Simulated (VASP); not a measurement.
Here is a VASP 6.6.1 calculation.

File INCAR:

```
SYSTEM = Sc2Al3As3
ALGO = Fast ; EDIFF = 1E-6
ENCUT = 520 ; GGA = PE
ISIF = 2 ; ISMEAR = 0
LASPH = .TRUE. ; LCHARG = .TRUE.
LELF = .TRUE. ; LREAL = .FALSE.
LVHAR = .TRUE. ; LWAVE = .FALSE.
NBANDS = 33 ; NELM = 100
PREC = Accurate ; SIGMA = 0.1
```

KPOINTS

```
k-points
0
G
  12 12 4
  0 0 0
```

The input POSCAR:

```
Sc2Al3As3
1.0
    3.5984963690      0.0000000000      0.0000000000
   -1.7992481845      3.1163892710      0.0000000000
    0.0000000000      0.0000000000     12.6693268846
Sc Al As
2 3 3
Direct
    0.3333333333      0.6666666667      0.1230127315
    0.6666666667      0.3333333333      0.8769872685
    0.6666666667      0.3333333333      0.6360324931
    0.0000000000      0.0000000000      0.5000000000
    0.3333333333      0.6666666667      0.3639675069
    0.6666666667      0.3333333333      0.2560754477
    0.3333333333      0.6666666667      0.7439245523
    0.0000000000      0.0000000000      0.0000000000
```

Potentials or basis: VASP PAW PBE potentials, release 64 (Sc_sv, Al, As).

Run with:

```console
$ cat potpaw_PBE.64/Sc_sv/POTCAR potpaw_PBE.64/Al/POTCAR potpaw_PBE.64/As/POTCAR > POTCAR
$ mpirun -np 1 vasp_std > vasp.out
```

Q: What does it give for the band gap on the k mesh?

A: Zero (bands 23 and 24 overlap by 2.10 eV).

Q: Estimate the pressure.

A: 12.1 GPa.

Q: Predict the largest force.

A: 0.030 eV/Å.

Forces in eV/Å, atoms in the order of the input:
```
Sc   0.000  0.000  0.014
Sc   0.000  0.000 -0.014
Al   0.000  0.000 -0.030
Al   0.000  0.000  0.000
Al   0.000  0.000  0.030
As   0.000  0.000  0.003
As   0.000  0.000 -0.003
As   0.000  0.000  0.000
```

Caveat: the cell stands under pressure.
